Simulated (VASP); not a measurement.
SiGeTe2S2, 6 atoms in the cell. The structure is tetragonal, space group P4/mmm (No. 123). Conventional cell: a = 3.453 Å, b = 3.453 Å, c = 13.060 Å, α = 90.00°, β = 90.00°, γ = 90.00°. Within 3.2 Å of Si (site symmetry 4/mmm) lie 4 Ge at 2.44 Å. Within 3.2 Å of Ge (site symmetry 4/mmm) lie 4 Si at 2.44 Å and 2 Te at 2.79 Å. Within 3.7 Å of Te (site symmetry 4mm) lie 1 Ge at 2.79 Å and 4 Te at 3.45 Å. Within 3.2 Å of S (site symmetry mmm) lie 4 S at 2.44 Å. 

| Item | Value |
| --- | --- |
| Program | VASP 6.6.1 |
| Task | single point |
| Functional | PBE |
| Potentials or basis | VASP PAW PBE potentials, release 64 (Si, Ge_d, Te, S) |
| Cutoff | 520 eV |
| k mesh | 4 × 4 × 2 |
| Occupations | gaussian, width 0.1 eV |
| Spin | no spin polarisation |
| Dipole correction | no |
| Further INCAR settings | ALGO = Normal; EDIFF = 1e-07; NBANDS = 30 |

Potentials or basis: VASP PAW PBE potentials, release 64 (Si, Ge_d, Te, S).

Run with:

```sh
$ cat potpaw_PBE.64/Si/POTCAR potpaw_PBE.64/Ge_d/POTCAR potpaw_PBE.64/Te/POTCAR potpaw_PBE.64/S/POTCAR > POTCAR
$ mpirun -np 1 vasp_std > vasp.out
```

Hardware: 1 thread of Intel(R) Xeon(R) 6975P-C (Granite Rapids), on a shared host.

Problem. Estimate the wall time of this run.

Solution. Wall time 43 s on 1 thread of Intel(R) Xeon(R) 6975P-C (Granite Rapids), with other jobs on the host, peak memory 0.28 GiB. Counts: scf iterations 18, k points 12.
